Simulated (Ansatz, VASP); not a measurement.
Zn2Sn5N: VASP beside Ansatz

```xyz
8
Lattice="5.8342 0.0000 0.0000 0.0000 5.8342 0.0000 0.0000 0.0000 5.7627" Properties=species:S:1:pos:R:3 pbc="T T T"
Zn    2.9171    2.9171    0.0000
Zn    0.0000    0.0000    2.8814
Sn    4.1597    0.0000    2.8814
Sn    1.6745    0.0000    2.8814
Sn    0.0000    1.6745    2.8814
Sn    0.0000    4.1597    2.8814
Sn    0.0000    0.0000    0.0000
N     2.9171    2.9171    2.8814
```

Alike in both runs: task relaxation of cell and atoms; functional PBE; k mesh 3 × 3 × 3; occupations gaussian, width 0.2 eV; no spin polarisation.

|  | VASP | Ansatz |
| --- | --- | --- |
| version | VASP 6.6.1 | Ansatz 0.2.0 |
| potentials or method | VASP PAW PBE potentials, release 64 (Zn, Sn_d, N), cutoff 600 eV | scalar-relativistic, plane waves, PAW |
| valence electrons in the cell | 99 | 99 |

Ansatz gave:

```
gap on the k mesh at the Fermi level, each at its own relaxed structure (eV) : none
relaxed volume (Å³/atom)                                                     : 38.33
relaxed cell length with the largest relative difference (Å)                 : 8.084
```

Task: Estimate VASP's values.

Result: gap on the k mesh at the Fermi level, each at its own relaxed structure (eV): none; relaxed volume (Å³/atom): 37.63; relaxed cell length with the largest relative difference (Å): 7.996.

A gap of «none» marks a metal or a gap that the smearing closes.

The k mesh is coarse, so the values compare programs but aren't converged. Noted on VASP's run: the volume moved by over 15 % at a fixed basis, so the end points are rough.
